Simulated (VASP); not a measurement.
Ni, 1 atom in the cell. It takes space group Im-3m (No. 229, cubic). The conventional cell has a = 2.812 Å, b = 2.812 Å, c = 2.812 Å, α = 90.00°, β = 90.00°, γ = 90.00°. Ni (site symmetry m-3m) has 14 Ni at 2.44 to 2.81 Å within 3.2 Å. 

| Item | Value |
| --- | --- |
| Program | VASP 6.6.1 |
| Task | single point |
| Functional | PBE |
| Potentials or basis | VASP PAW PBE potentials, release 64 (Ni) |
| Cutoff | 520 eV |
| k mesh | 55 × 55 × 55 |
| Occupations | fermi-dirac, width 0.0612256 eV |
| Spin | no spin polarisation |
| Dipole correction | no |
| Further INCAR settings | ALGO = Normal; EDIFF = 1e-06; NBANDS = 11 |

Potentials or basis: VASP PAW PBE potentials, release 64 (Ni).

Launch:

```sh
$ cat potpaw_PBE.64/Ni/POTCAR > POTCAR
$ mpirun -np 1 vasp_std > vasp.out
```

Hardware: 1 thread of Intel(R) Xeon(R) 6975P-C (Granite Rapids) (shared host).

Estimate the wall time of this run.

Run time: 3.2 min on 1 thread of Intel(R) Xeon(R) 6975P-C (Granite Rapids) (shared host), peak memory 0.58 GiB. Counts: scf iterations 12, k points 4060.
